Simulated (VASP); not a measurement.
The system is HfN.

```
Hf N
1.0
     0.00000    2.25900    2.25900
     2.25900    0.00000    2.25900
     2.25900    2.25900    0.00000
Hf N
1 1
Direct
  0.00000 0.00000 0.00000
  0.50000 0.50000 0.50000
```

| Quantity | Value |
| --- | --- |
| Program | VASP 6.6.1 |
| Task | relaxation of cell and atoms |
| Functional | PBEsol |
| Potentials or basis | VASP PAW PBE potentials, release 64 (Hf_pv, N) |
| Cutoff | 600 eV |
| k mesh | 16 × 16 × 16 |
| Occupations | gaussian, width 0.1 eV |
| Spin | no spin polarisation |

At the start: pressure -5.3 GPa; volume 11.53 Å³/atom.

**Question.** How do energy, volume and symmetry change on relaxing?

**Answer.** Over 3 steps the energy falls by 3.6 meV/atom and the volume is 11.31 Å³/atom (-1.9 %); space group Fm-3m (No. 225, to 0.05 Å).

The path:
```
step  energy change (eV)  largest force (eV/Å)  pressure (GPa)  volume (Å³)
   1              0.0000                0.0000           -5.31        23.06
   2              0.0216                0.0000           11.69        21.80
   3             -0.0073                0.0000           -0.06        22.63
```

Final structure:
```
CELL_PARAMETERS angstrom
0.00000 2.24494 2.24494
2.24494 0.00000 2.24494
2.24494 2.24494 0.00000
ATOMIC_POSITIONS crystal
Hf 0.00000 0.00000 0.00000
N 0.50000 0.50000 0.50000
```

Caveat: the PAW data sets were made with another functional, which shifts forces and pressure a little.
